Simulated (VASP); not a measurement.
# SiNi (P2_13) in VASP: notebook

The runs below take SiNi through single point, with r2SCAN.

Everything below comes from runs of VASP 6.6.1. Logs are shortened: lines on timing, memory, paths and dates and some standing lists are left out, and cuts for length are marked.

**1. The cell of the first run**

Symmetry: P2_13, No. 198, cubic system. The conventional cell has a = 4.504 Å, b = 4.504 Å, c = 4.504 Å, α = 90.00°, β = 90.00°, γ = 90.00°. Within 3.1 Å of Si (site symmetry 3) lie 7 Ni at 2.36 to 2.44 Å and 6 Si at 2.78 Å. Ni (site symmetry 3) has 7 Si at 2.36 to 2.44 Å and 6 Ni at 2.78 Å within 3.1 Å.

**2. Single point, r2SCAN**

POSCAR reads:

```
SiNi
1.0
    4.5036940000      0.0000000000      0.0000000000
    0.0000000000      4.5036940000      0.0000000000
    0.0000000000      0.0000000000      4.5036940000
Si Ni
4 4
Direct
    0.6531700000      0.1531700000      0.3468300000
    0.1531700000      0.3468300000      0.6531700000
    0.3468300000      0.6531700000      0.1531700000
    0.8468300000      0.8468300000      0.8468300000
    0.3504960000      0.8504960000      0.6495040000
    0.8504960000      0.6495040000      0.3504960000
    0.6495040000      0.3504960000      0.8504960000
    0.1495040000      0.1495040000      0.1495040000
```

INCAR.step1 reads:

```
SYSTEM = SiNi
PREC = Accurate
ENCUT = 520
ISMEAR = 0
SIGMA = 0.1
LREAL = .False.
LASPH = .True.
NELM = 80
NBANDS = 38
GGA = PE
ALGO = Normal
EDIFF = 1E-4
LWAVE = .True.
LCHARG = .False.
```

INCAR.step2 reads:

```
SYSTEM = SiNi
PREC = Accurate
ENCUT = 520
EDIFF = 1E-7
ISMEAR = 0
SIGMA = 0.1
LREAL = .False.
LASPH = .True.
NELM = 80
ALGO = Normal
ISIF = 2
LWAVE = .False.
LCHARG = .False.
METAGGA = R2SCAN
LMIXTAU = .True.
NBANDS = 38
ISTART = 1
```

KPOINTS reads:

```
regular mesh
0
Gamma
  4 4 4
  0 0 0
```

Potentials or basis: VASP PAW PBE potentials, release 64 (Si, Ni).

Command:

```sh
> cat potpaw_PBE.64/Si/POTCAR potpaw_PBE.64/Ni/POTCAR > POTCAR
> cp INCAR.step1 INCAR
> mpirun -np 1 vasp_std > vasp.out
> cp INCAR.step2 INCAR
> mpirun -np 1 vasp_std > vasp.out
```

OUTCAR:

```text
SYSTEM = SiNi
   PREC = Accurate
   ENCUT = 520
   EDIFF = 1E-7
   ISMEAR = 0
   LREAL = .False.
   LASPH = .True.
   NELM = 80
   ISIF = 2
   METAGGA = R2SCAN
   ISTART = 1

 ion  position               nearest neighbor table
   1  0.653  0.153  0.347-   5 2.36   6 2.41   7 2.41   8 2.41   7 2.44   6 2.44   8 2.44   2 2.78
                             4 2.78   3 2.78   3 2.78   2 2.78   4 2.78
   2  0.153  0.347  0.653-   6 2.36   5 2.41   7 2.41   8 2.41   5 2.44   8 2.44   7 2.44   1 2.78
                             3 2.78   3 2.78   4 2.78   1 2.78   4 2.78
   3  0.347  0.653  0.153-   7 2.36   6 2.41   5 2.41   8 2.41   6 2.44   5 2.44   8 2.44   1 2.78
                             2 2.78   2 2.78   1 2.78   4 2.78   4 2.78
   4  0.847  0.847  0.847-   8 2.36   6 2.41   7 2.41   5 2.41   7 2.44   6 2.44   5 2.44   2 2.78
                             3 2.78   1 2.78   1 2.78   2 2.78   3 2.78
   5  0.350  0.850  0.650-   1 2.36   2 2.41   3 2.41   4 2.41   3 2.44   2 2.44   4 2.44   8 2.78
                             6 2.78   8 2.78   6 2.78   7 2.78   7 2.78
   6  0.850  0.650  0.350-   2 2.36   1 2.41   3 2.41   4 2.41   1 2.44   4 2.44   3 2.44   5 2.78
                             7 2.78   7 2.78   5 2.78   8 2.78   8 2.78
   7  0.650  0.350  0.850-   3 2.36   2 2.41   1 2.41   4 2.41   2 2.44   1 2.44   4 2.44   6 2.78
                             6 2.78   8 2.78   8 2.78   5 2.78   5 2.78
   8  0.150  0.150  0.150-   4 2.36   2 2.41   3 2.41   1 2.41   3 2.44   2 2.44   1 2.44   5 2.78
                             7 2.78   5 2.78   7 2.78   6 2.78   6 2.78

  LATTYP: Found a simple cubic cell.
 ALAT       =     4.5036940000

  Lattice vectors:

 A1 = (   4.5036940000,   0.0000000000,   0.0000000000)
 A2 = (   0.0000000000,   4.5036940000,   0.0000000000)
 A3 = (   0.0000000000,   0.0000000000,   4.5036940000)

Analysis of symmetry for initial positions (statically):
=====================================================================
 Subroutine PRICEL returns:
 Original cell was already a primitive cell.

 Routine SETGRP: Setting up the symmetry group for a
 simple cubic supercell.

 Subroutine GETGRP returns: Found 12 space group operations
 (whereof  3 operations were pure point group operations)
 out of a pool of 48 trial point group operations.

The static configuration has the point symmetry C_3 .
 The point group associated with its full space group is T   .

Analysis of symmetry for dynamics (positions and initial velocities):
=====================================================================
 Subroutine PRICEL returns:
 Original cell was already a primitive cell.

 Routine SETGRP: Setting up the symmetry group for a
 simple cubic supercell.

 Subroutine GETGRP returns: Found 12 space group operations
 (whereof  3 operations were pure point group operations)
 out of a pool of 48 trial point group operations.

The dynamic configuration has the point symmetry C_3 .
 The point group associated with its full space group is T   .

 Subroutine INISYM returns: Found 12 space group operations
 (whereof  3 operations are pure point group operations),
 and found     1 'primitive' translations

----------------------------------------------------------------------------------------

                                     Primitive cell

  volume of cell :      91.3496

  direct lattice vectors                    reciprocal lattice vectors
     4.503694000  0.000000000  0.000000000     0.222039952  0.000000000  0.000000000
     0.000000000  4.503694000  0.000000000     0.000000000  0.222039952  0.000000000
     0.000000000  0.000000000  4.503694000     0.000000000  0.000000000  0.222039952

  length of vectors
     4.503694000  4.503694000  4.503694000     0.222039952  0.222039952  0.222039952

  position of ions in fractional coordinates (direct lattice)
     0.653170000  0.153170000  0.346830000
     0.153170000  0.346830000  0.653170000
     0.346830000  0.653170000  0.153170000
     0.846830000  0.846830000  0.846830000
     0.350496000  0.850496000  0.649504000
     0.850496000  0.649504000  0.350496000
     0.649504000  0.350496000  0.850496000
     0.149504000  0.149504000  0.149504000

  ion indices of the primitive-cell ions
   primitive index   ion index
                 1           1
                 2           2
                 3           3
                 4           4
                 5           5
                 6           6
                 7           7
                 8           8

----------------------------------------------------------------------------------------

 KPOINTS: regular mesh

Automatic generation of k-mesh.
 Grid dimensions read from file:
 generate k-points for:    4    4    4

 Generating k-lattice:

  Cartesian coordinates                     Fractional coordinates (reciprocal lattice)
     0.055509988  0.000000000  0.000000000     0.250000000  0.000000000  0.000000000
     0.000000000  0.055509988  0.000000000     0.000000000  0.250000000  0.000000000
     0.000000000  0.000000000  0.055509988     0.000000000  0.000000000  0.250000000

  Length of vectors
     0.055509988  0.055509988  0.055509988

  Shift w.r.t. Gamma in fractional coordinates (k-lattice)
     0.000000000  0.000000000  0.000000000

 Subroutine IBZKPT returns following result:
 ===========================================

 Found     11 irreducible k-points:

 Following reciprocal coordinates:
            Coordinates               Weight
  0.000000  0.000000  0.000000      1.000000
  0.250000  0.000000  0.000000      6.000000
  0.500000  0.000000  0.000000      3.000000
  0.250000  0.250000  0.000000     12.000000
  0.500000  0.250000  0.000000      6.000000
 -0.250000  0.500000  0.000000      6.000000
  0.500000  0.500000  0.000000      3.000000
  0.250000  0.250000  0.250000      8.000000
  0.500000  0.250000  0.250000     12.000000
  0.500000  0.500000  0.250000      6.000000
  0.500000  0.500000  0.500000      1.000000
   k-points           NKPTS =     11   k-points in BZ     NKDIM =     11   number of bands    NBANDS=     38
   number of dos      NEDOS =    301   number of ions     NIONS =      8
   total plane-waves  NPLWV =  46656
   dimension x,y,z NGX =    36 NGY =   36 NGZ =   36
   dimension x,y,z NGXF=    72 NGYF=   72 NGZF=   72
   ions per type =               4   4
   NGX,Y,Z   is equivalent  to a cutoff of  13.29, 13.29, 13.29 a.u.
   NGXF,Y,Z  is equivalent  to a cutoff of  26.58, 26.58, 26.58 a.u.
 SYSTEM =  SiNi
   PREC   = accura    normal or accurate (medium, high low for compatibility)
   ISTART =      1    job   : 0-new  1-cont  2-samecut
   ICHARG =      0    charge: 1-file 2-atom 10-const
   ISPIN  =      1    spin polarized calculation?
   LNONCOLLINEAR =      F non collinear calculations
   LSORBIT =      F    spin-orbit coupling
   LASPH  =      T    aspherical Exc in radial PAW
   ENCUT  =  520.0 eV  38.22 Ry    6.18 a.u.   8.37  8.37  8.37*2*pi/ulx,y,z
   NELM   =     80;   NELMIN=  2; NELMDL=  0     # of ELM steps
   EDIFF  = 0.1E-06   stopping-criterion for ELM
   LREAL  =      F    real-space projection
   EDIFFG = 0.1E-05   stopping-criterion for IOM
   NSW    =      0    number of steps for IOM
   IBRION =     -1    ionic relax: 0-MD 1-quasi-New 2-CG
   NFREE  =      0    steps in history (QN), initial steepest desc. (CG)
   ISIF   =      2    stress and relaxation
   ISYM   =      2    0-nonsym 1-usesym 2-fastsym
   POTIM  = 0.5000    time-step for ionic-motion
   TEBEG  =    0.0;   TEEND  =   0.0 temperature during run
   PSTRESS=    0.0 pullay stress
   NELECT =      56.0000    total number of electrons
   NUPDOWN=      -1.0000    fix difference up-down
   EMIN   =  10.00;   EMAX   =-10.00  energy-range for DOS
   EFERMI =   0.00;   METHOD = LEGACY
   ISMEAR =     0;   SIGMA  =   0.10  broadening in eV -4-tet -1-fermi 0-gaus
   EFERMI_NEDOS =   21; number of points for ismear=-14 and -15
   IALGO  =     38    algorithm
   IMIX   =      4    mixing-type and parameters
     AMIX     =   0.40;   BMIX     =  1.00
     AMIX_MAG =   1.60;   BMIX_MAG =  1.00
  volume/ion in A,a.u.               =      11.42        77.06
  Fermi-wavevector in a.u.,A,eV,Ry     =   1.390706  2.628053 26.314523  1.934063
  Thomas-Fermi vector in A             =   2.514615
   LORBIT       =      0    0 simple, 1 ext, 2 COOP (PROOUT), +10 PAW based schemes
   METAGGA = R2SCAN    functional components
   LHFCALC =     F    Hartree Fock is set to
   AEXX    =    0.0000 exact exchange contribution
   IVDW    =     0    specifies the selected vdW correction
   LEPSILON=     F    determine dielectric tensor
   LRPA    =     F    only Hartree local field effects (RPA)
 non-spin polarized calculation
 Gauss-broadening in eV      SIGMA  =   0.10
  energy-cutoff  :      520.00
  volume of cell :       91.35
 maximum number of plane-waves:      2517
 NGX is ok and might be reduce to    36
   NGX = 17   NGY = 17   NGZ = 17

 number of electron      55.9999997 magnetization

 Free energy of the ion-electron system (eV)
  ---------------------------------------------------
  ext. energy  EPLUGINS =         0.00000000
  ---------------------------------------------------
  free energy    TOTEN  =       -85.78122487 eV

  energy without entropy =      -85.75838406  energy(sigma->0) =      -85.76980446

 E-fermi :  11.9355     XC(G=0): -13.5526

 val. band max:       11.9329785589   @ k =   0.2500   0.0000   0.0000
 cond. band min:      11.9481849103   @ k =   0.2500   0.0000   0.0000
 fundamental gap:      0.0152063514
 Fermi energy:        11.9354879510

 k-point     1 :       0.0000    0.0000    0.0000
  band No.  band energies     occupation
      1      -3.0851      2.00000
      2       2.6330      2.00000
      3       2.6330      2.00000
      4       2.6330      2.00000
      5       5.2523      2.00000
      6       5.2523      2.00000
[... 30 lines left out ...]
     37      16.6900      0.00000
     38      16.6900      0.00000
[... 408 lines left out ...]
     37      18.7183      0.00000
     38      18.7183      0.00000

------------------------ aborting loop because EDIFF is reached ----------------------------------------

  FORCE on cell =-STRESS in cart. coord.  units (eV):
  Direction    XX          YY          ZZ          XY          YZ          ZX
  --------------------------------------------------------------------------------------
  -------------------------------------------------------------------------------------
  Total       -2.8205748     -2.8205748     -2.8205748      0.0000000      0.0000000      0.0000000
  in kB      -49.4699626    -49.4699626    -49.4699626      0.0000000      0.0000000      0.0000000
  external PRESSURE =     -49.4699626 kB  Pullay stress =       0.0000000 kB

 VOLUME and BASIS-vectors are now :
 -----------------------------------------------------------------------------
  energy-cutoff  :      520.00
  volume of cell :       91.35
      direct lattice vectors                 reciprocal lattice vectors
     4.503694000  0.000000000  0.000000000     0.222039952  0.000000000  0.000000000
     0.000000000  4.503694000  0.000000000     0.000000000  0.222039952  0.000000000
     0.000000000  0.000000000  4.503694000     0.000000000  0.000000000  0.222039952

 POSITION                                       TOTAL-FORCE (eV/Angst)
 -----------------------------------------------------------------------------------
      2.94168      0.68983      1.56202         0.003351      0.003351     -0.003351
      0.68983      1.56202      2.94168         0.003351     -0.003351      0.003351
      1.56202      2.94168      0.68983        -0.003351      0.003351      0.003351
      3.81386      3.81386      3.81386        -0.003351     -0.003351     -0.003351
      1.57853      3.83037      2.92517         0.023840      0.023840     -0.023840
      3.83037      2.92517      1.57853         0.023840     -0.023840      0.023840
      2.92517      1.57853      3.83037        -0.023840      0.023840      0.023840
      0.67332      0.67332      0.67332        -0.023840     -0.023840     -0.023840
 -----------------------------------------------------------------------------------
    total drift:                                0.000000      0.000000     -0.000000

  FREE ENERGIE OF THE ION-ELECTRON SYSTEM (eV)
  ---------------------------------------------------
  free  energy   TOTEN  =       -85.7812248675 eV

  energy  without entropy=      -85.7583840619  energy(sigma->0) =      -85.76980446
```

Wall time 4 min (1 thread of Intel Xeon 8259CL, shared host); peak memory 0.22 GiB.

Results:

```
Free energy            : -85.7812 eV
Pressure               : -4.9 GPa
Largest force          : 0.041 eV/Å
Band gap on the k mesh : zero (bands 28 and 29 overlap by 1.29 eV)
```

Forces on the atoms (eV/Å):
```
Si   0.003  0.003 -0.003
Si   0.003 -0.003  0.003
Si  -0.003  0.003  0.003
Si  -0.003 -0.003 -0.003
Ni   0.024  0.024 -0.024
Ni   0.024 -0.024  0.024
Ni  -0.024  0.024  0.024
Ni  -0.024 -0.024 -0.024
```

Levels at points of the mesh, in eV from the Fermi level:
| k point | band 26 | band 27 | band 28 | band 29 | band 30 | band 31 |
| --- | --- | --- | --- | --- | --- | --- |
| (0.00, 0.00, 0.00) | -1.76 | -1.76 | 1.03 | 1.03 | 1.03 | 1.32 |
| (0.50, 0.00, 0.00) | -2.14 | -0.74 | -0.74 | -0.25 | -0.25 | 2.83 |
| (0.50, 0.50, 0.00) | -1.69 | -1.11 | -1.11 | 0.32 | 0.32 | 0.86 |
| (0.50, 0.50, 0.50) | -1.95 | -1.95 | -1.95 | 4.48 | 4.48 | 4.48 |

Caveat: the cell stands under tension; the PAW data sets were made with another functional, which shifts forces and pressure a little. Spin polarisation is off, so any magnetic state and its effect on volume and gap are missing.

(Continued in part 2 of 2.)

The gap in the log of VASP goes by the Fermi energy; the results here count the filled bands.